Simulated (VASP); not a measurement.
A run of VASP 6.6.1 is set up as follows.

Contents of INCAR:

```
SYSTEM = Zn
  PREC = Accurate
  ENCUT = 520
  EDIFF = 1E-7
  ISMEAR = 0
  SIGMA = 0.15
  LREAL = .FALSE.
  LASPH = .TRUE.
  NELM = 60
  ALGO = Fast
  ISIF = 2
  LWAVE = .FALSE.
  LCHARG = .FALSE.
  GGA = PS
  NBANDS = 19
```

File KPOINTS:

```
Automatic mesh
0
G
  24 24 12
  0 0 0
```

The input POSCAR:

```
Zn
1.0
    2.6647980532      0.0000000000      0.0000000000
   -1.3323990266      2.3077828100      0.0000000000
    0.0000000000      0.0000000000      4.9467000000
Zn
2
Direct
    0.3333333333      0.6666666667      0.2500000000
    0.6666666667      0.3333333333      0.7500000000
```

Potentials or basis: VASP PAW PBE potentials, release 64 (Zn).

Run with:

```bash
$ cat potpaw_PBE.64/Zn/POTCAR > POTCAR
$ mpirun -np 1 vasp_std > vasp.out
```

Question: What does it give for the band gap on the k mesh?

Answer: Zero (band 12 reaches 4.36 eV, above the bottom of band 13 at -0.10 eV).

Question: What does it give for the pressure?

Answer: -5.1 GPa.

Stress tensor (GPa, compression positive):
```
-5.92  0.00  0.00
 0.00 -5.92  0.00
 0.00  0.00 -3.34
```

Caveat: the PAW data sets were made with another functional, which shifts forces and pressure a little.
